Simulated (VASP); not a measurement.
# CoSn (P6/mmm) in VASP: relaxation of cell and atoms with PBE

Aim: the relaxation of cell and atoms of CoSn with PBE.

Everything below comes from runs of VASP 6.6.1. Logs are shortened: lines on timing, memory, paths and dates and some standing lists are left out, and cuts for length are marked.

### Step 1. The cell of the first run

Symmetry: P6/mmm, No. 191, hexagonal system. The conventional cell has a = 5.246 Å, b = 5.246 Å, c = 4.188 Å, α = 90.00°, β = 90.00°, γ = 120.00°. Within 3.4 Å of Co (site symmetry mmm) lie 6 Sn at 2.58 to 2.62 Å and 4 Co at 2.62 Å. Sn (site symmetry -6m2) has 6 Co at 2.58 Å and 3 Sn at 3.03 Å within 3.4 Å. Within 3.5 Å of Sn (site symmetry 6/mmm) lie 6 Co at 2.62 Å.

### Step 2. Relaxation of cell and atoms, PBE

File INCAR:

```
PREC = Accurate
ENCUT = 600
EDIFF = 1E-7
ISMEAR = 0
SIGMA = 0.03
LREAL = F
LASPH = T
NELM = 60
ALGO = Fast
ISIF = 3
LWAVE = F
LCHARG = F
GGA = PE
IBRION = 2
NSW = 100
EDIFFG = -0.002
```

File KPOINTS:

```
Automatic mesh
0
Gamma
  12 12 12
```

File POSCAR:

```
CoSn
1.0
    5.2460399276      0.0000000000      0.0000000000
   -2.6230199638      4.5432038466      0.0000000000
    0.0000000000      0.0000000000      4.1875903000
Co Sn
3 3
Direct
    0.0000000000      0.5000000000      0.0000000000
    0.5000000000      0.5000000000      0.0000000000
    0.5000000000      0.0000000000      0.0000000000
    0.6666666700      0.3333333300      0.5000000000
    0.3333333300      0.6666666700      0.5000000000
    0.0000000000      0.0000000000      0.0000000000
```

Potentials or basis: VASP PAW PBE potentials, release 64 (Co, Sn_d).

Run with:

```
$ cat potpaw_PBE.64/Co/POTCAR potpaw_PBE.64/Sn_d/POTCAR > POTCAR
$ mpirun -np 1 vasp_std > vasp.out
```

OUTCAR:

```text
PREC = Accurate
   ENCUT = 600
   EDIFF = 1E-7
   ISMEAR = 0
   LREAL = F
   LASPH = T
   NELM = 60
   ISIF = 3
   GGA = PE
   IBRION = 2
   NSW = 100
   EDIFFG = -0.002

 ion  position               nearest neighbor table
   1  0.000  0.500  0.000-   4 2.58   5 2.58   4 2.58   5 2.58   2 2.62   2 2.62   6 2.62   6 2.62
                             3 2.62   3 2.62
   2  0.500  0.500  0.000-   4 2.58   5 2.58   4 2.58   5 2.58   1 2.62   1 2.62   6 2.62   3 2.62
                             3 2.62   6 2.62
   3  0.500  0.000  0.000-   4 2.58   5 2.58   4 2.58   5 2.58   6 2.62   6 2.62   1 2.62   2 2.62
                             2 2.62   1 2.62
   4  0.667  0.333  0.500-   1 2.58   1 2.58   3 2.58   3 2.58   2 2.58   2 2.58   5 3.03   5 3.03
                             5 3.03   6 3.68   6 3.68   6 3.68   6 3.68   6 3.68   6 3.68
   5  0.333  0.667  0.500-   1 2.58   1 2.58   3 2.58   3 2.58   2 2.58   2 2.58   4 3.03   4 3.03
                             4 3.03   6 3.68   6 3.68   6 3.68   6 3.68   6 3.68   6 3.68
   6  0.000  0.000  0.000-   3 2.62   3 2.62   1 2.62   1 2.62   2 2.62   2 2.62   5 3.68   4 3.68
                             5 3.68   4 3.68   4 3.68   5 3.68   5 3.68   4 3.68   5 3.68   5 3.68

  LATTYP: Found a hexagonal cell.
 ALAT       =     5.2460399276
 C/A-ratio  =     0.7982383584

  Lattice vectors:

 A1 = (   5.2460399276,   0.0000000000,   0.0000000000)
 A2 = (  -2.6230199638,   4.5432038466,   0.0000000000)
 A3 = (   0.0000000000,   0.0000000000,   4.1875903000)

Analysis of symmetry for initial positions (statically):
=====================================================================
 Subroutine PRICEL returns:
 Original cell was already a primitive cell.

 Routine SETGRP: Setting up the symmetry group for a
 hexagonal supercell.

 Subroutine GETGRP returns: Found 24 space group operations
 (whereof 24 operations were pure point group operations)
 out of a pool of 24 trial point group operations.

The static configuration has the point symmetry D_6h.

Analysis of symmetry for dynamics (positions and initial velocities):
=====================================================================
 Subroutine PRICEL returns:
 Original cell was already a primitive cell.

 Routine SETGRP: Setting up the symmetry group for a
 hexagonal supercell.

 Subroutine GETGRP returns: Found 24 space group operations
 (whereof 24 operations were pure point group operations)
 out of a pool of 24 trial point group operations.

The dynamic configuration has the point symmetry D_6h.

 Subroutine INISYM returns: Found 24 space group operations
 (whereof 24 operations are pure point group operations),
 and found     1 'primitive' translations

----------------------------------------------------------------------------------------

                                     Primitive cell

  volume of cell :      99.8063

  direct lattice vectors                    reciprocal lattice vectors
     5.246039928  0.000000000  0.000000000     0.190619975  0.110054494  0.000000000
    -2.623019964  4.543203847  0.000000000     0.000000000  0.220108988  0.000000000
     0.000000000  0.000000000  4.187590300     0.000000000  0.000000000  0.238800821

  length of vectors
     5.246039928  5.246039928  4.187590300     0.220108988  0.220108988  0.238800821

  position of ions in fractional coordinates (direct lattice)
     0.000000000  0.500000000  0.000000000
     0.500000000  0.500000000  0.000000000
     0.500000000  0.000000000  0.000000000
     0.666666670  0.333333330  0.500000000
     0.333333330  0.666666670  0.500000000
     0.000000000  0.000000000  0.000000000

  ion indices of the primitive-cell ions
   primitive index   ion index
                 1           1
                 2           2
                 3           3
                 4           4
                 5           5
                 6           6

----------------------------------------------------------------------------------------

 KPOINTS: Automatic mesh

Automatic generation of k-mesh.
 Grid dimensions read from file:
 generate k-points for:   12   12   12

 Generating k-lattice:

  Cartesian coordinates                     Fractional coordinates (reciprocal lattice)
     0.015884998  0.009171208  0.000000000     0.083333333  0.000000000  0.000000000
     0.000000000  0.018342416  0.000000000     0.000000000  0.083333333  0.000000000
     0.000000000  0.000000000  0.019900068     0.000000000  0.000000000  0.083333333

  Length of vectors
     0.018342416  0.018342416  0.019900068

  Shift w.r.t. Gamma in fractional coordinates (k-lattice)
     0.000000000  0.000000000  0.000000000

 Subroutine IBZKPT returns following result:
 ===========================================

 Found    133 irreducible k-points:

 Following reciprocal coordinates:
            Coordinates               Weight
  0.000000  0.000000  0.000000      1.000000
  0.083333  0.000000  0.000000      6.000000
  0.166667  0.000000  0.000000      6.000000
  0.250000  0.000000  0.000000      6.000000
  0.333333  0.000000  0.000000      6.000000
  0.416667  0.000000  0.000000      6.000000
[... 16 lines left out ...]
  0.250000  0.000000  0.083333     12.000000
  0.333333  0.000000  0.083333     12.000000
 [... further k-points ...]
   k-points           NKPTS =    133   k-points in BZ     NKDIM =    133   number of bands    NBANDS=     41
   number of dos      NEDOS =    301   number of ions     NIONS =      6
   total plane-waves  NPLWV =  63504
   dimension x,y,z NGX =    42 NGY =   42 NGZ =   36
   dimension x,y,z NGXF=    84 NGYF=   84 NGZF=   72
   ions per type =               3   3
   NGX,Y,Z   is equivalent  to a cutoff of  13.31, 13.31, 14.29 a.u.
   NGXF,Y,Z  is equivalent  to a cutoff of  26.62, 26.62, 28.58 a.u.
 SYSTEM =  unknown system
   PREC   = accura    normal or accurate (medium, high low for compatibility)
   ISTART =      0    job   : 0-new  1-cont  2-samecut
   ICHARG =      2    charge: 1-file 2-atom 10-const
   ISPIN  =      1    spin polarized calculation?
   LNONCOLLINEAR =      F non collinear calculations
   LSORBIT =      F    spin-orbit coupling
   LASPH  =      T    aspherical Exc in radial PAW
   ENCUT  =  600.0 eV  44.10 Ry    6.64 a.u.  10.48 10.48  8.36*2*pi/ulx,y,z
   NELM   =     60;   NELMIN=  2; NELMDL= -5     # of ELM steps
   EDIFF  = 0.1E-06   stopping-criterion for ELM
   LREAL  =      F    real-space projection
   EDIFFG = -.2E-02   stopping-criterion for IOM
   NSW    =    100    number of steps for IOM
   IBRION =      2    ionic relax: 0-MD 1-quasi-New 2-CG
   NFREE  =      1    steps in history (QN), initial steepest desc. (CG)
   ISIF   =      3    stress and relaxation
   ISYM   =      2    0-nonsym 1-usesym 2-fastsym
   POTIM  = 0.5000    time-step for ionic-motion
   TEBEG  =    0.0;   TEEND  =   0.0 temperature during run
   PSTRESS=    0.0 pullay stress
   NELECT =      69.0000    total number of electrons
   NUPDOWN=      -1.0000    fix difference up-down
   EMIN   =  10.00;   EMAX   =-10.00  energy-range for DOS
   EFERMI =   0.00;   METHOD = LEGACY
   ISMEAR =     0;   SIGMA  =   0.03  broadening in eV -4-tet -1-fermi 0-gaus
   EFERMI_NEDOS =   21; number of points for ismear=-14 and -15
   IALGO  =     68    algorithm
   IMIX   =      4    mixing-type and parameters
     AMIX     =   0.40;   BMIX     =  1.00
     AMIX_MAG =   1.60;   BMIX_MAG =  1.00
  volume/ion in A,a.u.               =      16.63       112.25
  Fermi-wavevector in a.u.,A,eV,Ry     =   1.447567  2.735504 28.510312  2.095449
  Thomas-Fermi vector in A             =   2.565507
   LORBIT       =      0    0 simple, 1 ext, 2 COOP (PROOUT), +10 PAW based schemes
   GGA     = PE    functional components
   LHFCALC =     F    Hartree Fock is set to
   AEXX    =    0.0000 exact exchange contribution
   IVDW    =     0    specifies the selected vdW correction
   LEPSILON=     F    determine dielectric tensor
   LRPA    =     F    only Hartree local field effects (RPA)
 conjugate gradient relaxation of ions
 non-spin polarized calculation
 RMM-DIIS sequential band-by-band and
 Gauss-broadening in eV      SIGMA  =   0.03
  energy-cutoff  :      600.00
  volume of cell :       99.81
 maximum number of plane-waves:      3377
 NGX is ok and might be reduce to    42
   NGX = 21   NGY = 21   NGZ = 17

--------------------------------------- Ionic step        1  -------------------------------------------

 number of electron      69.0000021 magnetization

 Free energy of the ion-electron system (eV)
  ---------------------------------------------------
  ext. energy  EPLUGINS =         0.00000000
  ---------------------------------------------------
  free energy    TOTEN  =       -33.20565155 eV

  energy without entropy =      -33.20380435  energy(sigma->0) =      -33.20472795

 E-fermi :  10.1849     XC(G=0): -11.8591

 val. band max:       10.1813286502   @ k =   0.4167   0.1667   0.3333
 cond. band min:      10.1856305604   @ k =   0.1667   0.1667   0.3333
 fundamental gap:      0.0043019102
 Fermi energy:        10.1849114812

 k-point     1 :       0.0000    0.0000    0.0000
  band No.  band energies     occupation
      1     -11.3558      2.00000
      2     -11.2415      2.00000
      3     -11.2415      2.00000
      4     -11.2369      2.00000
      5     -11.2369      2.00000
      6     -11.1405      2.00000
[... 1045 lines left out ...]
     40      13.7638      0.00000
     41      14.2208      0.00000

 [... further k-points ...]

------------------------ aborting loop because EDIFF is reached ----------------------------------------

  FORCE on cell =-STRESS in cart. coord.  units (eV):
  Direction    XX          YY          ZZ          XY          YZ          ZX
  --------------------------------------------------------------------------------------
  -------------------------------------------------------------------------------------
  Total        2.4675880      2.4675880      2.4666828      0.0000000      0.0000000     -0.0000000
  in kB       39.6118593     39.6118593     39.5973285      0.0000000      0.0000000     -0.0000000
  external PRESSURE =      39.6070157 kB  Pullay stress =       0.0000000 kB
[... 185 lines left out ...]
  energy  without entropy=      -33.2385581195  energy(sigma->0) =      -33.23951412

--------------------------------------- Ionic step        6  -------------------------------------------

 number of electron      69.0000012 magnetization

 Free energy of the ion-electron system (eV)
  ---------------------------------------------------
  ext. energy  EPLUGINS =         0.00000000
  ---------------------------------------------------
  free energy    TOTEN  =       -33.24047527 eV

  energy without entropy =      -33.23856249  energy(sigma->0) =      -33.23951888

 E-fermi :   9.7877     XC(G=0): -11.7074

 val. band max:        9.7836744033   @ k =   0.4167   0.1667   0.3333
 cond. band min:       9.7879469579   @ k =   0.1667   0.1667   0.0833
 fundamental gap:      0.0042725546
 Fermi energy:         9.7876942839

 k-point     1 :       0.0000    0.0000    0.0000
  band No.  band energies     occupation
      1     -11.7490      2.00000
      2     -11.6369      2.00000
      3     -11.6369      2.00000
      4     -11.6135      2.00000
      5     -11.6135      2.00000
      6     -11.5127      2.00000
[... 1045 lines left out ...]
     40      13.2212      0.00000
     41      13.6078      0.00000

 [... further k-points ...]

------------------------ aborting loop because EDIFF is reached ----------------------------------------

  FORCE on cell =-STRESS in cart. coord.  units (eV):
  Direction    XX          YY          ZZ          XY          YZ          ZX
  --------------------------------------------------------------------------------------
  -------------------------------------------------------------------------------------
  Total        0.0028479      0.0028479      0.0067774      0.0000000      0.0000000     -0.0000000
  in kB        0.0444215      0.0444215      0.1057146      0.0000000      0.0000000     -0.0000000
  external PRESSURE =       0.0648525 kB  Pullay stress =       0.0000000 kB
[... 21 lines left out ...]
  FREE ENERGIE OF THE ION-ELECTRON SYSTEM (eV)
  ---------------------------------------------------
  free  energy   TOTEN  =       -33.2404752749 eV

  energy  without entropy=      -33.2385624893  energy(sigma->0) =      -33.23951888

 reached required accuracy - stopping structural energy minimisation
```

Wall time 87 min (1 thread of Oxide Virtual Turin-like, shared host); peak memory 0.62 GiB.

What came out:

* Free energy: -33.2405 eV
* Relaxed volume: 17.12 Å³/atom
* Relaxed cell: a = 5.296 Å, b = 5.296 Å, c = 4.228 Å, α = 90.00°, β = 90.00°, γ = 120.00°
* Space group after relaxing (to 0.1 Å): P6/mmm (No. 191)
* Energy gained by relaxing: 5.8 meV/atom
* Ionic steps: 6
* Pressure after relaxing: 0.0 GPa
* Band gap on the k mesh: zero (an odd number of electrons rules out a gap without spin polarisation)

The path:
| step | energy change (eV) | largest force (eV/Å) | pressure (GPa) | volume (Å³) |
| --- | --- | --- | --- | --- |
| 1 | 0.0000 | 0.0000 | 3.96 | 99.81 |
| 2 | 0.0013 | 0.0000 | -3.56 | 105.86 |
| 3 | -0.0348 | 0.0000 | 0.01 | 102.73 |
| 4 | -0.0348 | 0.0000 | -0.07 | 102.79 |
| 5 | -0.0348 | 0.0000 | 0.05 | 102.68 |
| 6 | -0.0348 | 0.0000 | 0.01 | 102.72 |

Final structure:
```cif
data_structure
_symmetry_space_group_name_H-M 'P 1'
_symmetry_Int_Tables_number 1
_cell_length_a 5.2965
_cell_length_b 5.2965
_cell_length_c 4.2280
_cell_angle_alpha 90.000
_cell_angle_beta 90.000
_cell_angle_gamma 120.000
_cell_volume 102.72
loop_
_atom_site_label
_atom_site_type_symbol
_atom_site_fract_x
_atom_site_fract_y
_atom_site_fract_z
_atom_site_occupancy
Co1 Co 0.00000 0.50000 0.00000 1
Co2 Co 0.50000 0.50000 0.00000 1
Co3 Co 0.50000 0.00000 0.00000 1
Sn1 Sn 0.66667 0.33333 0.50000 1
Sn2 Sn 0.33333 0.66667 0.50000 1
Sn3 Sn 0.00000 0.00000 0.00000 1
```

Levels at points of the mesh, in eV from the Fermi level:
| k point | band 30 | band 31 | band 32 | band 33 | band 34 | band 35 | band 36 | band 37 | band 38 | band 39 |
| --- | --- | --- | --- | --- | --- | --- | --- | --- | --- | --- |
| (0.00, 0.00, 0.00) | -0.47 | -0.45 | -0.45 | -0.42 | -0.42 | 0.48 | 0.56 | 1.32 | 1.32 | 2.90 |
| (0.50, 0.00, 0.00) | -0.95 | -0.65 | -0.43 | -0.43 | 0.69 | 0.98 | 1.61 | 1.75 | 2.42 | 3.26 |
| (0.00, 0.00, 0.50) | -0.94 | -0.94 | -0.52 | -0.51 | -0.51 | -0.41 | -0.41 | -0.15 | 0.48 | 1.18 |
| (0.50, 0.00, 0.50) | -1.20 | -0.95 | -0.71 | -0.51 | -0.45 | -0.41 | -0.16 | 0.41 | 1.21 | 3.88 |

Caveat: spin-orbit coupling is left out, which moves the levels of the heavy elements; the run has no spin polarisation, though such a crystal can be magnetic.
